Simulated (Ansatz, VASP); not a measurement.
Sb: VASP beside Ansatz

The input INCAR:

```
SYSTEM = Sb
ALGO = Normal ; EDIFF = 1E-6
ENCUT = 500 ; GGA = PS
GGA_COMPAT = .False. ; ISIF = 2
ISMEAR = 0 ; LASPH = .True.
LCHARG = .False. ; LREAL = .False.
LWAVE = .False. ; NBANDS = 22
NELM = 120 ; PREC = Accurate
SIGMA = 0.15
```

Contents of KPOINTS:

```
k-points
0
Gamma
  12 12 12
  0 0 0
```

Contents of POSCAR:

```
Sb
1.0
    2.1828593370      1.2602744258      3.6316800000
   -2.1828593370      1.2602744258      3.6316800000
    0.0000000000     -2.5205488516      3.6316800000
Sb
2
Direct
    0.2336400000      0.2336400000      0.2336400000
    0.7663600000      0.7663600000      0.7663600000
```

Input for Ansatz:

```yaml
crystal:
  lattice:
    - [2.182859337, 1.2602744258, 3.63168]
    - [-2.182859337, 1.2602744258, 3.63168]
    - [0.0, -2.5205488516, 3.63168]
  atoms:
    - { symbol: Sb, position: [0.23364, 0.23364, 0.23364] }
    - { symbol: Sb, position: [0.76636, 0.76636, 0.76636] }
basis:
  ecutwfc: 420
kpoints:
  mp_grid: { grid: [12, 12, 12] }
hamiltonian:
  xc: pbesol
scf:
  occupations: { method: gaussian, width: 0.15 }
output:
  forces: true
  stress: true
  eigenvalues: true
```

Change from the starting cell: strain +0.015 along x and y, -0.030 along z, atoms carried along.

Alike in both runs: task single point; functional PBEsol; k mesh 12 × 12 × 12; occupations gaussian, width 0.15 eV; no spin polarisation.

|  | VASP | Ansatz |
| --- | --- | --- |
| version | VASP 6.6.1 | Ansatz 0.2.0 |
| potentials or method | VASP PAW PBE potentials, release 64 (Sb_d_GW), cutoff 500 eV | scalar-relativistic, plane waves, PAW |
| valence electrons in the cell | 30 | 30 |

```tsv
	VASP	Ansatz	Ansatz less VASP
gap on the k mesh at the Fermi level (eV)	none	none	-
pressure (GPa)	0.0	0.1	+0.07
traceless stress, the component that is largest in VASP (GPa)	0.92	0.92	+0.004
rms of the force components (eV/Å)	0.133	0.131	-0.0022
```

VASP's potentials were made for PBE, not for PBEsol. Atom by atom the forces differ by 0.002 eV/Å (rms over components). A gap of «none» marks a metal or a gap that the smearing closes.

Neither program's run includes spin-orbit coupling.
